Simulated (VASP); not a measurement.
Write the native input for VASP 6.6.1 that does the following.

```
Task                   : single point
Functional             : PBE
Potentials or basis    : VASP PAW PBE potentials, release 64 (Pt, Rb_sv)
Cutoff                 : 520 eV
k mesh                 : 5 × 5 × 5
Occupations            : fermi-dirac, width 0.05 eV
Spin                   : no spin polarisation
Dipole correction      : no
Further INCAR settings : ALGO = Normal; EDIFF = 1e-06; NBANDS = 26
```

The structure of Rb3Pt lies in POSCAR:

```
Rb3Pt
1.0
    5.6066367918      0.0000000000      0.0000000000
    0.0000000000      5.6066367918      0.0000000000
    0.0000000000      0.0000000000      5.6066367918
Pt Rb
1 3
Direct
    0.5000000000      0.5000000000      0.5000000000
    0.5000000000      0.0000000000      0.0000000000
    0.0000000000      0.5000000000      0.0000000000
    0.0000000000      0.0000000000      0.5000000000
```

The input as run:

INCAR

```
SYSTEM = Rb3Pt
PREC = Accurate
ENCUT = 520
EDIFF = 1E-6
ISMEAR = -1
SIGMA = 0.05
LREAL = .FALSE.
LASPH = .TRUE.
NELM = 60
ALGO = Normal
ISIF = 2
LWAVE = .FALSE.
LCHARG = .FALSE.
GGA = PE
NBANDS = 26
```

KPOINTS

```
Automatic mesh
0
G
  5 5 5
  0 0 0
```

Potentials or basis: VASP PAW PBE potentials, release 64 (Pt, Rb_sv).

Launch:

```console
$ cat potpaw_PBE.64/Pt/POTCAR potpaw_PBE.64/Rb_sv/POTCAR > POTCAR
$ mpirun -np 1 vasp_std > vasp.out
```

Results of the run:

```
Pressure               : -0.6 GPa
Band gap on the k mesh : zero (an odd number of electrons rules out a gap without spin polarisation)
```

Caveat: spin-orbit coupling is left out, which moves the levels of the heavy elements.

Wall time 22 s on 1 thread of Intel(R) Xeon(R) 6975P-C (Granite Rapids), with other jobs on the host, peak memory 0.26 GiB.
